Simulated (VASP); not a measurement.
# IrRh2 (P6_3/mmc) in VASP: notebook

Runs on IrRh2. Level: PBE. Tasks: single point.

All numbers are computed with VASP 6.6.1; they aren't measurements. Logs are shortened: lines on timing, memory, paths and dates and some standing lists are left out, and cuts for length are marked.

**1. The cell of the first run**

It takes space group P6_3/mmc (No. 194, hexagonal). Conventional cell: a = 2.675 Å, b = 2.675 Å, c = 12.961 Å, α = 90.00°, β = 90.00°, γ = 120.00°. Ir (site symmetry -6m2) has 6 Rh at 2.65 Å and 6 Ir at 2.68 Å within 3.5 Å. Rh (site symmetry 3m) has 3 Ir at 2.65 Å and 9 Rh at 2.66 to 2.68 Å within 3.5 Å.

**2. Single point, PBE (13.39 Å³/atom)**

INCAR reads:

```
ALGO = Fast
EDIFF = 1E-7
ENCUT = 520
GGA = PE
ISIF = 2
ISMEAR = 0
LASPH = T
LCHARG = T
LELF = T
LREAL = F
LVHAR = T
LWAVE = F
NBANDS = 48
NELM = 60
PREC = Accurate
SIGMA = 0.1
```

KPOINTS reads:

```
k-points
0
Gamma
  18 18 4
```

POSCAR reads:

```
IrRh2
1.0
    2.6753770907      0.0000000000      0.0000000000
   -1.3376885454      2.3169445253      0.0000000000
    0.0000000000      0.0000000000     12.9606388547
Ir Rh
2 4
Direct
    0.3333333333      0.6666666667      0.2500000000
    0.6666666667      0.3333333333      0.7500000000
    0.3333333333      0.6666666667      0.9164419217
    0.3333333333      0.6666666667      0.5835580783
    0.6666666667      0.3333333333      0.0835580783
    0.6666666667      0.3333333333      0.4164419217
```

Potentials or basis: VASP PAW PBE potentials, release 64 (Ir, Rh_pv).

Started as:

```
cat potpaw_PBE.64/Ir/POTCAR potpaw_PBE.64/Rh_pv/POTCAR > POTCAR
mpirun -np 1 vasp_std > vasp.out
```

OUTCAR:

```text
EDIFF = 1E-7
   ENCUT = 520
   GGA = PE
   ISIF = 2
   ISMEAR = 0
   LASPH = T
   LREAL = F
   NELM = 60
   PREC = Accurate

 ion  position               nearest neighbor table
   1  0.333  0.667  0.250-   5 2.65   6 2.65   5 2.65   6 2.65   5 2.65   6 2.65
   2  0.667  0.333  0.750-   3 2.65   4 2.65   3 2.65   4 2.65   3 2.65   4 2.65
   3  0.333  0.667  0.916-   2 2.65   2 2.65   2 2.65   5 2.66   5 2.66   5 2.66
   4  0.333  0.667  0.584-   2 2.65   2 2.65   2 2.65   6 2.66   6 2.66   6 2.66
   5  0.667  0.333  0.084-   1 2.65   1 2.65   1 2.65   3 2.66   3 2.66   3 2.66
   6  0.667  0.333  0.416-   1 2.65   1 2.65   1 2.65   4 2.66   4 2.66   4 2.66

  LATTYP: Found a hexagonal cell.
 ALAT       =     2.6753770907
 C/A-ratio  =     4.8444157273

  Lattice vectors:

 A1 = (   2.6753770907,   0.0000000000,   0.0000000000)
 A2 = (  -1.3376885454,   2.3169445253,   0.0000000000)
 A3 = (   0.0000000000,   0.0000000000,  12.9606388547)

Analysis of symmetry for initial positions (statically):
=====================================================================
 Subroutine PRICEL returns:
 Original cell was already a primitive cell.

 Routine SETGRP: Setting up the symmetry group for a
 hexagonal supercell.

 Subroutine GETGRP returns: Found 24 space group operations
 (whereof 12 operations were pure point group operations)
 out of a pool of 24 trial point group operations.

The static configuration has the point symmetry D_3d.
 The point group associated with its full space group is D_6h.

Analysis of symmetry for dynamics (positions and initial velocities):
=====================================================================
 Subroutine PRICEL returns:
 Original cell was already a primitive cell.

 Routine SETGRP: Setting up the symmetry group for a
 hexagonal supercell.

 Subroutine GETGRP returns: Found 24 space group operations
 (whereof 12 operations were pure point group operations)
 out of a pool of 24 trial point group operations.

The dynamic configuration has the point symmetry D_3d.
 The point group associated with its full space group is D_6h.

 Subroutine INISYM returns: Found 24 space group operations
 (whereof 12 operations are pure point group operations),
 and found     1 'primitive' translations

----------------------------------------------------------------------------------------

                                     Primitive cell

  volume of cell :      80.3391

  direct lattice vectors                    reciprocal lattice vectors
     2.675377091  0.000000000  0.000000000     0.373779085  0.215801455  0.000000000
    -1.337688545  2.316944525  0.000000000     0.000000000  0.431602910  0.000000000
     0.000000000  0.000000000 12.960638855     0.000000000  0.000000000  0.077156690

  length of vectors
     2.675377091  2.675377091 12.960638855     0.431602910  0.431602910  0.077156690

  position of ions in fractional coordinates (direct lattice)
     0.333333333  0.666666667  0.250000000
     0.666666667  0.333333333  0.750000000
     0.333333333  0.666666667  0.916441922
     0.333333333  0.666666667  0.583558078
     0.666666667  0.333333333  0.083558078
     0.666666667  0.333333333  0.416441922

  ion indices of the primitive-cell ions
   primitive index   ion index
                 1           1
                 2           2
                 3           3
                 4           4
                 5           5
                 6           6

----------------------------------------------------------------------------------------

 KPOINTS: k-points

Automatic generation of k-mesh.
 Grid dimensions read from file:
 generate k-points for:   18   18    4

 Generating k-lattice:

  Cartesian coordinates                     Fractional coordinates (reciprocal lattice)
     0.020765505  0.011988970  0.000000000     0.055555556  0.000000000  0.000000000
     0.000000000  0.023977939  0.000000000     0.000000000  0.055555556  0.000000000
     0.000000000  0.000000000  0.019289173     0.000000000  0.000000000  0.250000000

  Length of vectors
     0.023977939  0.023977939  0.019289173

  Shift w.r.t. Gamma in fractional coordinates (k-lattice)
     0.000000000  0.000000000  0.000000000

 Subroutine IBZKPT returns following result:
 ===========================================

 Found    111 irreducible k-points:

 Following reciprocal coordinates:
            Coordinates               Weight
  0.000000  0.000000  0.000000      1.000000
  0.055556  0.000000  0.000000      6.000000
  0.111111  0.000000  0.000000      6.000000
  0.166667  0.000000  0.000000      6.000000
  0.222222  0.000000  0.000000      6.000000
  0.277778  0.000000  0.000000      6.000000
[... 16 lines left out ...]
  0.333333  0.111111  0.000000     12.000000
  0.388889  0.111111  0.000000     12.000000
 [... further k-points ...]
   k-points           NKPTS =    111   k-points in BZ     NKDIM =    111   number of bands    NBANDS=     48
   number of dos      NEDOS =    301   number of ions     NIONS =      6
   total plane-waves  NPLWV =  38400
   dimension x,y,z NGX =    20 NGY =   20 NGZ =   96
   dimension x,y,z NGXF=    40 NGYF=   40 NGZF=  192
   ions per type =               2   4
   NGX,Y,Z   is equivalent  to a cutoff of  12.43, 12.43, 12.31 a.u.
   NGXF,Y,Z  is equivalent  to a cutoff of  24.86, 24.86, 24.63 a.u.
 SYSTEM =  unknown system
   PREC   = accura    normal or accurate (medium, high low for compatibility)
   ISTART =      0    job   : 0-new  1-cont  2-samecut
   ICHARG =      2    charge: 1-file 2-atom 10-const
   ISPIN  =      1    spin polarized calculation?
   LNONCOLLINEAR =      F non collinear calculations
   LSORBIT =      F    spin-orbit coupling
   LASPH  =      T    aspherical Exc in radial PAW
   ENCUT  =  520.0 eV  38.22 Ry    6.18 a.u.   4.97  4.97 24.10*2*pi/ulx,y,z
   NELM   =     60;   NELMIN=  2; NELMDL= -5     # of ELM steps
   EDIFF  = 0.1E-06   stopping-criterion for ELM
   LREAL  =      F    real-space projection
   EDIFFG = 0.1E-05   stopping-criterion for IOM
   NSW    =      0    number of steps for IOM
   IBRION =     -1    ionic relax: 0-MD 1-quasi-New 2-CG
   NFREE  =      0    steps in history (QN), initial steepest desc. (CG)
   ISIF   =      2    stress and relaxation
   ISYM   =      2    0-nonsym 1-usesym 2-fastsym
   POTIM  = 0.5000    time-step for ionic-motion
   TEBEG  =    0.0;   TEEND  =   0.0 temperature during run
   PSTRESS=    0.0 pullay stress
   NELECT =      78.0000    total number of electrons
   NUPDOWN=      -1.0000    fix difference up-down
   EMIN   =  10.00;   EMAX   =-10.00  energy-range for DOS
   EFERMI =   0.00;   METHOD = LEGACY
   ISMEAR =     0;   SIGMA  =   0.10  broadening in eV -4-tet -1-fermi 0-gaus
   EFERMI_NEDOS =   21; number of points for ismear=-14 and -15
   IALGO  =     68    algorithm
   IMIX   =      4    mixing-type and parameters
     AMIX     =   0.40;   BMIX     =  1.00
     AMIX_MAG =   1.60;   BMIX_MAG =  1.00
  volume/ion in A,a.u.               =      13.39        90.36
  Fermi-wavevector in a.u.,A,eV,Ry     =   1.621054  3.063347 35.753586  2.627814
  Thomas-Fermi vector in A             =   2.714892
   LORBIT       =      0    0 simple, 1 ext, 2 COOP (PROOUT), +10 PAW based schemes
   GGA     = PE    functional components
   LHFCALC =     F    Hartree Fock is set to
   AEXX    =    0.0000 exact exchange contribution
   IVDW    =     0    specifies the selected vdW correction
   LEPSILON=     F    determine dielectric tensor
   LRPA    =     F    only Hartree local field effects (RPA)
 non-spin polarized calculation
 RMM-DIIS sequential band-by-band and
 Gauss-broadening in eV      SIGMA  =   0.10
  energy-cutoff  :      520.00
  volume of cell :       80.34
 maximum number of plane-waves:      2199
 NGX is ok and might be reduce to    20
   NGX =  9   NGY =  9   NGZ = 49

 number of electron      77.9999996 magnetization

 Free energy of the ion-electron system (eV)
  ---------------------------------------------------
  ext. energy  EPLUGINS =         0.00000000
  ---------------------------------------------------
  free energy    TOTEN  =       -46.27200087 eV

  energy without entropy =      -46.23620964  energy(sigma->0) =      -46.25410525

 E-fermi :  12.1440     XC(G=0): -14.2449

 val. band max:       12.1356722153   @ k =   0.3333   0.1667   0.5000
 cond. band min:      12.1462516045   @ k =   0.3889   0.1667   0.0000
 fundamental gap:      0.0105793892
 Fermi energy:        12.1440056777

 k-point     1 :       0.0000    0.0000    0.0000
  band No.  band energies     occupation
      1     -35.0889      2.00000
      2     -35.0814      2.00000
      3     -34.6844      2.00000
      4     -34.6765      2.00000
      5     -34.5177      2.00000
      6     -34.5177      2.00000
[... 40 lines left out ...]
     47      12.3763      0.00102
     48      12.3763      0.00102

 k-point     2 :       0.0556    0.0000    0.0000
  band No.  band energies     occupation
      1     -35.0842      2.00000
      2     -35.0770      2.00000
      3     -34.6874      2.00000
      4     -34.6797      2.00000
      5     -34.5330      2.00000
      6     -34.5328      2.00000
[... 40 lines left out ...]
     47      12.5483      0.00000
     48      13.6139      0.00000

 k-point     3 :       0.1111    0.0000    0.0000
  band No.  band energies     occupation
      1     -35.0706      2.00000
      2     -35.0644      2.00000
      3     -34.7000      2.00000
      4     -34.6929      2.00000
      5     -34.5732      2.00000
      6     -34.5731      2.00000
[... 40 lines left out ...]
     47      13.0984      0.00000
     48      14.9624      0.00000

 k-point     4 :       0.1667    0.0000    0.0000
  band No.  band energies     occupation
      1     -35.0504      2.00000
      2     -35.0457      2.00000
      3     -34.7367      2.00000
      4     -34.7311      2.00000
      5     -34.6205      2.00000
      6     -34.6199      2.00000
[... 958 lines left out ...]
     47      15.9847      0.00000
     48      20.7523      0.00000

 k-point    23 :       0.3333    0.1111    0.0000
  band No.  band energies     occupation
      1     -35.0652      2.00000
      2     -35.0637      2.00000
      3     -35.0347      2.00000
      4     -35.0343      2.00000
      5     -34.8307      2.00000
      6     -34.8292      2.00000
[... 40 lines left out ...]
     47      16.5558      0.00000
     48      20.2864      0.00000

 k-point    24 :       0.3889    0.1111    0.0000
  band No.  band energies     occupation
      1     -35.1052      2.00000
      2     -35.1028      2.00000
      3     -35.0669      2.00000
      4     -35.0668      2.00000
      5     -34.8156      2.00000
      6     -34.8150      2.00000
[... 40 lines left out ...]
     47      16.8586      0.00000
     48      18.5802      0.00000

 [... further k-points ...]
[... 5 lines left out ...]
  --------------------------------------------------------------------------------------
  -------------------------------------------------------------------------------------
  Total       10.4714614     10.4714614     10.4894601     -0.0000000     -0.0000000      0.0000000
  in kB      208.8290095    208.8290095    209.1879517     -0.0000000     -0.0000000      0.0000000
  external PRESSURE =     208.9486569 kB  Pullay stress =       0.0000000 kB

 VOLUME and BASIS-vectors are now :
 -----------------------------------------------------------------------------
  energy-cutoff  :      520.00
  volume of cell :       80.34
      direct lattice vectors                 reciprocal lattice vectors
     2.675377091  0.000000000  0.000000000     0.373779085  0.215801455  0.000000000
    -1.337688545  2.316944525  0.000000000     0.000000000  0.431602910  0.000000000
     0.000000000  0.000000000 12.960638855     0.000000000  0.000000000  0.077156690

 POSITION                                       TOTAL-FORCE (eV/Angst)
 -----------------------------------------------------------------------------------
     -0.00000      1.54463      3.24016        -0.000000      0.000000      0.000000
      1.33769      0.77231      9.72048        -0.000000      0.000000      0.000000
     -0.00000      1.54463     11.87767        -0.000000      0.000000      0.030603
     -0.00000      1.54463      7.56329        -0.000000      0.000000     -0.030603
      1.33769      0.77231      1.08297         0.000000     -0.000000     -0.030603
      1.33769      0.77231      5.39735         0.000000     -0.000000      0.030603
 -----------------------------------------------------------------------------------
    total drift:                               -0.000000      0.000000     -0.000000

  FREE ENERGIE OF THE ION-ELECTRON SYSTEM (eV)
  ---------------------------------------------------
  free  energy   TOTEN  =       -46.2720008706 eV

  energy  without entropy=      -46.2362096361  energy(sigma->0) =      -46.25410525
```

Run time: 3.9 min. Hardware: 1 thread of Intel Xeon 6975P-C (Granite Rapids), shared host; peak memory 0.43 GiB.

What came out:

- Free energy: -46.2720 eV
- Pressure: 20.9 GPa
- Largest force: 0.031 eV/Å
- Band gap on the k mesh: zero (bands 39 and 40 overlap by 2.46 eV)

Forces on the atoms (eV/Å):
```
Ir   0.000  0.000  0.000
Ir   0.000  0.000  0.000
Rh   0.000  0.000  0.031
Rh   0.000  0.000 -0.031
Rh   0.000  0.000 -0.031
Rh   0.000  0.000  0.031
```

Levels at points of the mesh, in eV from the Fermi level:
| k point | band 34 | band 35 | band 36 | band 37 | band 38 | band 39 | band 40 | band 41 | band 42 | band 43 |
| --- | --- | --- | --- | --- | --- | --- | --- | --- | --- | --- |
| (0.00, 0.00, 0.00) | -2.66 | -2.58 | -2.18 | -2.18 | -1.19 | -1.19 | -1.13 | -1.13 | -0.14 | -0.14 |
| (0.50, 0.00, 0.00) | 0.42 | 0.51 | 0.59 | 0.59 | 0.61 | 0.65 | 0.81 | 1.26 | 1.28 | 1.29 |
| (0.00, 0.00, 0.50) | -2.94 | -1.85 | -1.85 | -1.85 | -1.85 | -0.82 | -0.82 | -0.49 | -0.49 | -0.49 |
| (0.50, 0.00, 0.50) | -0.50 | 0.24 | 0.24 | 0.55 | 0.55 | 0.60 | 0.60 | 1.29 | 1.29 | 2.25 |

Caveat: the cell stands under pressure; spin-orbit coupling is left out, which moves the levels of the heavy elements.

**3. Single point, PBE (13.82 Å³/atom)**

This run uses another cell than the first one, of 13.82 Å³/atom.

INCAR reads:

```
SYSTEM = IrRh2
PREC = Accurate ; ENCUT = 520
EDIFF = 1E-6 ; ISMEAR = 0
SIGMA = 0.1 ; LREAL = .False.
LASPH = .True. ; NELM = 60
ALGO = Fast ; ISIF = 2
LWAVE = .False. ; LCHARG = .False.
GGA = PE ; NBANDS = 48
```

KPOINTS reads:

```
regular mesh
0
Gamma
  18 18 4
  0 0 0
```

POSCAR reads:

```
IrRh2
1.0
    2.7038981936      0.0000000000      0.0000000000
   -1.3519490968      2.3416445249      0.0000000000
    0.0000000000      0.0000000000     13.0936167933
Ir Rh
2 4
Direct
    0.3333333333      0.6666666667      0.2500000000
    0.6666666667      0.3333333333      0.7500000000
    0.3333333333      0.6666666667      0.9162217242
    0.3333333333      0.6666666667      0.5837782758
    0.6666666667      0.3333333333      0.0837782758
    0.6666666667      0.3333333333      0.4162217242
```

Potentials or basis: VASP PAW PBE potentials, release 64 (Ir, Rh_pv).

Started as:

```
cat potpaw_PBE.64/Ir/POTCAR potpaw_PBE.64/Rh_pv/POTCAR > POTCAR
mpirun -np 1 vasp_std > vasp.out
```

It took 3.8 min on 1 thread of Intel Xeon 6975P-C (Granite Rapids), shared host; peak memory 0.44 GiB.

Results (log left out):

| Quantity | Value |
| --- | --- |
| Free energy | -46.5143 eV |
| Pressure | 9.6 GPa |
| Largest force | 0.026 eV/Å |
| Band gap on the k mesh | zero (bands 39 and 40 overlap by 2.33 eV) |

Forces on the atoms (eV/Å):
```
Ir   0.000  0.000  0.000
Ir   0.000  0.000  0.000
Rh   0.000  0.000  0.026
Rh   0.000  0.000 -0.026
Rh   0.000  0.000 -0.026
Rh   0.000  0.000  0.026
```

Levels at points of the mesh, in eV from the Fermi level:
```
           k point  band 35  band 36  band 37  band 38  band 39  band 40  band 41  band 42
(0.00, 0.00, 0.00)    -2.48    -2.08    -2.08    -1.13    -1.13    -1.09    -1.09    -0.13
(0.50, 0.00, 0.00)     0.48     0.56     0.58     0.58     0.62     0.77     1.20     1.21
(0.00, 0.00, 0.50)    -1.76    -1.76    -1.76    -1.76    -0.76    -0.76    -0.47    -0.47
(0.50, 0.00, 0.50)     0.22     0.22     0.52     0.52     0.57     0.57     1.21     1.21
```

Caveat: the cell stands under pressure; spin-orbit coupling is left out, which moves the levels of the heavy elements.

(Part 1 of 2 ends here.)
